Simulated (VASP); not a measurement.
Set up this calculation in VASP 6.6.1, as the native input.

```yaml
Task: relaxation of cell and atoms
Functional: PBE
Potentials_or_basis: VASP PAW PBE potentials, release 64 (Yb)
Cutoff: 600 eV
k_mesh: 17 × 17 × 17
Occupations: fermi-dirac, width 0.08 eV
Spin: no spin polarisation
Target_pressure: 84 GPa
Dipole_correction: no
Further_INCAR_settings: ALGO = Normal; EDIFF = 1e-06; IBRION = 2; EDIFFG = -0.005; NSW = 32; ISIF = 3
```

The structure of Yb lies in POSCAR:

```
Yb
1.0
    0.0000000000      1.9377939063      1.9377939063
    1.9377939063      0.0000000000      1.9377939063
    1.9377939063      1.9377939063      0.0000000000
Yb
1
Direct
    0.0000000000      0.0000000000      0.0000000000
```

One way to write it, as run:

INCAR

```
  ALGO = Normal
  EDIFF = 1E-6
  EDIFFG = -0.005
  ENCUT = 600
  GGA = PE
  IBRION = 2
  ISIF = 3
  ISMEAR = -1
  LASPH = True
  LCHARG = False
  LREAL = False
  LWAVE = False
  NELM = 100
  NSW = 32
  PREC = Accurate
  PSTRESS = 840.0
  SIGMA = 0.08
```

KPOINTS

```
k-points
0
Gamma
  17 17 17
```

Potentials or basis: VASP PAW PBE potentials, release 64 (Yb).

Run with:

```console
$ cat potpaw_PBE.64/Yb/POTCAR > POTCAR
$ mpirun -np 1 vasp_std > vasp.out
```

Results of the run:

| Property | Result |
| --- | --- |
| Relaxed volume | 14.63 Å³/atom |
| Relaxed cell | a = 2.745 Å, b = 2.745 Å, c = 2.745 Å, α = 60.00°, β = 60.00°, γ = 60.00° |
| Space group after relaxing (to 0.05 Å) | Fm-3m (No. 225) |
| Energy change on relaxing (the enthalpy is what falls) | -41.1 meV/atom |
| Ionic steps | 5 |
| Pressure after relaxing | 84.0 GPa |
| Band gap on the k mesh | zero (band 12 reaches 6.09 eV, above the bottom of band 13 at 4.54 eV) |

Caveat: the cell is relaxed towards a set pressure, so the enthalpy falls and the energy may rise; spin-orbit coupling is left out, which moves the levels of the heavy elements.

Wall time 96 s on 1 thread of Intel(R) Xeon(R) 6975P-C (Granite Rapids), on a shared host, peak memory 0.2 GiB.
